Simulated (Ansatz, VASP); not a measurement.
## CaS: VASP beside Ansatz

```xyz
2
Lattice="0.0000 2.8170 2.8170 2.8170 0.0000 2.8170 2.8170 2.8170 0.0000" Properties=species:S:1:pos:R:3 pbc="T T T"
Ca    2.8170    2.8170    2.8170
S     0.0000    0.0000    0.0000
```

Alike in both runs: task single point; functional PBE; dispersion D3(BJ); k mesh 8 × 8 × 8; occupations gaussian, width 0.05 eV; no spin polarisation.

|  | VASP | Ansatz |
| --- | --- | --- |
| version | VASP 6.6.1 | Ansatz 0.2.0 |
| potentials or method | VASP PAW PBE potentials, release 64 (Ca_sv, S), cutoff 500 eV | scalar-relativistic, plane waves, PAW |
| valence electrons in the cell | 16 | 16 |

Ansatz gave:

```
gap on the k mesh at the Fermi level (eV) : 2.29
least direct gap on the mesh (eV)         : 3.12
pressure (GPa)                            : 0.0
```

Q: What did VASP give for the same quantities?

A: gap on the k mesh at the Fermi level (eV): 2.28; least direct gap on the mesh (eV): 3.11; pressure (GPa): 0.2.
